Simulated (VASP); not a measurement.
# Cu (Cmcm) in VASP: further runs, part 2 of 3

VASP 6.6.1. Earlier steps stand in the parts before.

## 4. Single point, BLYP+D3(BJ)

This run uses another cell than the first one, of 11.71 Å³/atom, 1.033 times its volume.

Input file INCAR:

```
SYSTEM = Cu
  PREC = Accurate
  ENCUT = 520
  EDIFF = 1E-6
  ISMEAR = 1
  SIGMA = 0.1
  LREAL = .False.
  LASPH = .True.
  NELM = 100
  ALGO = Normal
  ISIF = 2
  LWAVE = .False.
  LCHARG = .False.
  GGA = B5
  ALDAX = 1.0
  AGGAX = 1.0
  AGGAC = 1.0
  ALDAC = 0.0
  IVDW = 12
  VDW_S6 = 1.0
  VDW_S8 = 2.6996
  VDW_A1 = 0.4298
  VDW_A2 = 4.2359
  NBANDS = 18
```

Input file KPOINTS:

```
regular mesh
0
Gamma
  14 14 13
  0 0 0
```

Input file POSCAR:

```
Cu
1.0
    1.2085451468     -3.9326515786      0.0000000000
    1.2085451468      3.9326515786      0.0000000000
    0.0000000000      0.0000000000      2.4636210043
Cu
2
Direct
    0.1330249944      0.8669750056      0.2500000000
    0.8669750056      0.1330249944      0.7500000000
```

Potentials or basis: VASP PAW PBE potentials, release 64 (Cu).

Command:

```console
$ cat potpaw_PBE.64/Cu/POTCAR > POTCAR
$ mpirun -np 1 vasp_std > vasp.out
```

OUTCAR:

```text
SYSTEM = Cu
   PREC = Accurate
   ENCUT = 520
   EDIFF = 1E-6
   ISMEAR = 1
   LREAL = .False.
   LASPH = .True.
   NELM = 100
   ISIF = 2
   GGA = B5
   IVDW = 12
 IVDW          = 12

 ion  position               nearest neighbor table
   1  0.133  0.867  0.250-   2 2.43   2 2.43   2 2.52   2 2.52   2 2.52   2 2.52
   2  0.867  0.133  0.750-   1 2.43   1 2.43   1 2.52   1 2.52   1 2.52   1 2.52

  LATTYP: Found a base centered orthorhombic cell.
 ALAT       =     2.4170902936
 B/A-ratio  =     3.2540377900
 C/A-ratio  =     1.0192507127

  Lattice vectors:

 A1 = (   1.2085451468,  -3.9326515786,   0.0000000000)
 A2 = (   1.2085451468,   3.9326515786,   0.0000000000)
 A3 = (   0.0000000000,   0.0000000000,   2.4636210043)

Analysis of symmetry for initial positions (statically):
=====================================================================
 Subroutine PRICEL returns:
 Original cell was already a primitive cell.

 Routine SETGRP: Setting up the symmetry group for a
 base centered orthorhombic supercell.

 Subroutine GETGRP returns: Found  8 space group operations
 (whereof  4 operations were pure point group operations)
 out of a pool of  8 trial point group operations.

The static configuration has the point symmetry C_2h.
 The point group associated with its full space group is D_2h.

Analysis of symmetry for dynamics (positions and initial velocities):
=====================================================================
 Subroutine PRICEL returns:
 Original cell was already a primitive cell.

 Routine SETGRP: Setting up the symmetry group for a
 base centered orthorhombic supercell.

 Subroutine GETGRP returns: Found  8 space group operations
 (whereof  4 operations were pure point group operations)
 out of a pool of  8 trial point group operations.

The dynamic configuration has the point symmetry C_2h.
 The point group associated with its full space group is D_2h.

 Subroutine INISYM returns: Found  8 space group operations
 (whereof  4 operations are pure point group operations),
 and found     1 'primitive' translations

----------------------------------------------------------------------------------------

                                     Primitive cell

  volume of cell :      23.4181

  direct lattice vectors                    reciprocal lattice vectors
     1.208545147 -3.932651579  0.000000000     0.413720581 -0.127140681  0.000000000
     1.208545147  3.932651579  0.000000000     0.413720581  0.127140681  0.000000000
     0.000000000  0.000000000  2.463621004     0.000000000  0.000000000  0.405906590

  length of vectors
     4.114162103  4.114162103  2.463621004     0.432815748  0.432815748  0.405906590

  position of ions in fractional coordinates (direct lattice)
     0.133024994  0.866975006  0.250000000
     0.866975006  0.133024994  0.750000000

  ion indices of the primitive-cell ions
   primitive index   ion index
                 1           1
                 2           2

----------------------------------------------------------------------------------------

 KPOINTS: regular mesh

Automatic generation of k-mesh.
 Grid dimensions read from file:
 generate k-points for:   14   14   13

 Generating k-lattice:

  Cartesian coordinates                     Fractional coordinates (reciprocal lattice)
     0.029551470 -0.009081477  0.000000000     0.071428571 -0.000000000  0.000000000
     0.029551470  0.009081477  0.000000000    -0.000000000  0.071428571  0.000000000
     0.000000000  0.000000000  0.031223584     0.000000000  0.000000000  0.076923077

  Length of vectors
     0.030915411  0.030915411  0.031223584

  Shift w.r.t. Gamma in fractional coordinates (k-lattice)
     0.000000000  0.000000000  0.000000000

 Subroutine IBZKPT returns following result:
 ===========================================

 Found    399 irreducible k-points:

 Following reciprocal coordinates:
            Coordinates               Weight
  0.000000  0.000000  0.000000      1.000000
  0.071429  0.000000  0.000000      4.000000
  0.142857 -0.000000  0.000000      4.000000
  0.214286 -0.000000  0.000000      4.000000
  0.285714  0.000000  0.000000      4.000000
  0.357143  0.000000  0.000000      4.000000
[... 16 lines left out ...]
  0.214286  0.142857  0.000000      4.000000
  0.285714  0.142857  0.000000      4.000000
 [... further k-points ...]
   k-points           NKPTS =    399   k-points in BZ     NKDIM =    399   number of bands    NBANDS=     18
   number of dos      NEDOS =    301   number of ions     NIONS =      2
   total plane-waves  NPLWV =  18432
   dimension x,y,z NGX =    32 NGY =   32 NGZ =   18
   dimension x,y,z NGXF=    64 NGYF=   64 NGZF=   36
   ions per type =               2
   NGX,Y,Z   is equivalent  to a cutoff of  12.93, 12.93, 12.15 a.u.
   NGXF,Y,Z  is equivalent  to a cutoff of  25.86, 25.86, 24.29 a.u.
 SYSTEM =  Cu
   PREC   = accura    normal or accurate (medium, high low for compatibility)
   ISTART =      0    job   : 0-new  1-cont  2-samecut
   ICHARG =      2    charge: 1-file 2-atom 10-const
   ISPIN  =      1    spin polarized calculation?
   LNONCOLLINEAR =      F non collinear calculations
   LSORBIT =      F    spin-orbit coupling
   LASPH  =      T    aspherical Exc in radial PAW
   ENCUT  =  520.0 eV  38.22 Ry    6.18 a.u.   7.65  7.65  4.58*2*pi/ulx,y,z
   NELM   =    100;   NELMIN=  2; NELMDL= -5     # of ELM steps
   EDIFF  = 0.1E-05   stopping-criterion for ELM
   LREAL  =      F    real-space projection
   EDIFFG = 0.1E-04   stopping-criterion for IOM
   NSW    =      0    number of steps for IOM
   IBRION =     -1    ionic relax: 0-MD 1-quasi-New 2-CG
   NFREE  =      0    steps in history (QN), initial steepest desc. (CG)
   ISIF   =      2    stress and relaxation
   ISYM   =      2    0-nonsym 1-usesym 2-fastsym
   POTIM  = 0.5000    time-step for ionic-motion
   TEBEG  =    0.0;   TEEND  =   0.0 temperature during run
   PSTRESS=    0.0 pullay stress
   NELECT =      22.0000    total number of electrons
   NUPDOWN=      -1.0000    fix difference up-down
   EMIN   =  10.00;   EMAX   =-10.00  energy-range for DOS
   EFERMI =   0.00;   METHOD = LEGACY
   ISMEAR =     1;   SIGMA  =   0.10  broadening in eV -4-tet -1-fermi 0-gaus
   EFERMI_NEDOS =   21; number of points for ismear=-14 and -15
   IALGO  =     38    algorithm
   IMIX   =      4    mixing-type and parameters
     AMIX     =   0.40;   BMIX     =  1.00
     AMIX_MAG =   1.60;   BMIX_MAG =  1.00
  volume/ion in A,a.u.               =      11.71        79.02
  Fermi-wavevector in a.u.,A,eV,Ry     =   1.603362  3.029915 34.977454  2.570770
  Thomas-Fermi vector in A             =   2.700037
   LORBIT       =      0    0 simple, 1 ext, 2 COOP (PROOUT), +10 PAW based schemes
   GGA     = B5    functional components
   LHFCALC =     F    Hartree Fock is set to
   AEXX    =    0.0000 exact exchange contribution
   IVDW    =    12    specifies the selected vdW correction
   LEPSILON=     F    determine dielectric tensor
   LRPA    =     F    only Hartree local field effects (RPA)
 non-spin polarized calculation
 Methfessel and Paxton  Order N= 1 SIGMA  =   0.10
  energy-cutoff  :      520.00
  volume of cell :       23.42
 maximum number of plane-waves:       655
   NGX = 15   NGY = 15   NGZ =  9

 number of electron      21.9999985 magnetization

 Free energy of the ion-electron system (eV)
  ---------------------------------------------------
  ext. energy  EPLUGINS =         0.00000000
  ---------------------------------------------------
  free energy    TOTEN  =        -5.60056305 eV

  energy without entropy =       -5.60036270  energy(sigma->0) =       -5.60049627

 E-fermi :   8.1839     XC(G=0): -12.1582

 val. band max:        8.1573091447   @ k =   0.2143   0.2143   0.3077
 cond. band min:       8.1851215661   @ k =   0.5000   0.2143   0.1538
 fundamental gap:      0.0278124214
 Fermi energy:         8.1838641689

 k-point     1 :       0.0000    0.0000    0.0000
  band No.  band energies     occupation
      1      -1.1401      2.00000
      2       3.0551      2.00000
      3       3.8024      2.00000
      4       4.2631      2.00000
      5       4.9753      2.00000
      6       5.3003      2.00000
[... 10 lines left out ...]
     17      28.1786      0.00000
     18      30.3230      0.00000
[... 466 lines left out ...]
      2       3.6973      2.00000
      3       4.0608      2.00000
      4       4.5510      2.00000
      5       5.0800      2.00000
      6       5.1535      2.00000
[... 10 lines left out ...]
     17      29.0576      0.00000
     18      30.4676      0.00000

 [... further k-points ...]

------------------------ aborting loop because EDIFF is reached ----------------------------------------

 Edisp (eV)   -2.66434

 E8    (eV) :    -1.9432

  FORCE on cell =-STRESS in cart. coord.  units (eV):
  Direction    XX          YY          ZZ          XY          YZ          ZX
  --------------------------------------------------------------------------------------
  -------------------------------------------------------------------------------------
  Total       0.07583     0.10168     0.09940     0.00000    -0.00000     0.00000
  in kB       5.18768     6.95629     6.80058     0.00000    -0.00000     0.00000
  external pressure =        6.31 kB  Pullay stress =        0.00 kB

 VOLUME and BASIS-vectors are now :
 -----------------------------------------------------------------------------
  energy-cutoff  :      520.00
  volume of cell :       23.42
      direct lattice vectors                 reciprocal lattice vectors
     1.208545147 -3.932651579  0.000000000     0.413720581 -0.127140681  0.000000000
     1.208545147  3.932651579  0.000000000     0.413720581  0.127140681  0.000000000
     0.000000000  0.000000000  2.463621004     0.000000000  0.000000000  0.405906590

 POSITION                                       TOTAL-FORCE (eV/Angst)
 -----------------------------------------------------------------------------------
      1.20855      2.88637      0.61591         0.000000      0.002361      0.000000
      1.20855     -2.88637      1.84772         0.000000     -0.002361     -0.000000
 -----------------------------------------------------------------------------------
    total drift:                                0.000000      0.000000     -0.000000

  FREE ENERGIE OF THE ION-ELECTRON SYSTEM (eV)
  ---------------------------------------------------
  free  energy   TOTEN  =        -8.2649036783 eV

  energy  without entropy=       -8.2647033338  energy(sigma->0) =       -8.26483690
```

OSZICAR:

```text
N       E                     dE             d eps       ncg     rms          rms(c)
DAV:   1     0.124865695279E+03    0.12487E+03   -0.10535E+04 15376   0.220E+03
DAV:   2    -0.804831752095E+00   -0.12567E+03   -0.11919E+03 14398   0.288E+02
DAV:   3    -0.712131872891E+01   -0.63165E+01   -0.61061E+01 16026   0.879E+01
DAV:   4    -0.719229292207E+01   -0.70974E-01   -0.70927E-01 16978   0.996E+00
DAV:   5    -0.719331897911E+01   -0.10261E-02   -0.10260E-02 17790   0.103E+00    0.102E+01
DAV:   6    -0.620608827968E+01    0.98723E+00   -0.10103E+01 15418   0.899E+01    0.477E+00
DAV:   7    -0.562417051810E+01    0.58192E+00   -0.19230E+00 15582   0.367E+01    0.697E-01
DAV:   8    -0.560505863018E+01    0.19112E-01   -0.20924E-02 20298   0.198E+00    0.499E-01
DAV:   9    -0.560074447221E+01    0.43142E-02   -0.48014E-03 18468   0.190E+00    0.905E-02
DAV:  10    -0.560055989706E+01    0.18458E-03   -0.30503E-04 23134   0.284E-01    0.109E-02
DAV:  11    -0.560056328648E+01   -0.33894E-05   -0.82510E-06 15260   0.234E-02    0.424E-03
DAV:  12    -0.560056304659E+01    0.23990E-06   -0.40552E-07  9186   0.131E-02
   1 F= -.82649037E+01 E0= -.82648369E+01  d E =-.200345E-03
```

stdout:

```text
POSCAR found type information on POSCAR Cu
 POSCAR found :  1 types and       2 ions
 scaLAPACK will be used
 -----------------------------------------------------------------------------
|                                                                             |
|                                                                             |
|     You enforced a specific xc type in the INCAR file but a different       |
|     I HOPE YOU KNOW WHAT YOU ARE DOING!                                     |
|                                                                             |
 -----------------------------------------------------------------------------

 LDA part: xc-table for (Slater(with rela. corr.)+VWN5), standard interpolation
 POSCAR, INCAR and KPOINTS ok, starting setup
 FFT: planning ... GRIDC
 FFT: planning ... GRID_SOFT
 FFT: planning ... GRID
 WAVECAR not read
 entering main loop
```

It took 53 s on 1 thread of Intel Xeon 6975P-C (Granite Rapids), shared host; peak memory 0.27 GiB.

What came out:

| Item | Value |
| --- | --- |
| Free energy | -8.2649 eV |
| Pressure | 0.6 GPa |
| Band gap on the k mesh | zero (band 11 reaches 11.95 eV, above the bottom of band 12 at 6.43 eV) |
| Dispersion energy per atom | -1.332 eV |

Forces on the atoms (eV/Å):
```
Cu   0.000  0.002  0.000
Cu   0.000 -0.002  0.000
```

Stress tensor (GPa, compression positive):
```
0.52 0.00 0.00
0.00 0.70 0.00
0.00 0.00 0.68
```

Caveat: the PAW data sets were made with another functional, which shifts forces and pressure a little; pairwise dispersion overbinds metals, which lowers pressure and volume.

(Continued in part 3 of 3.)
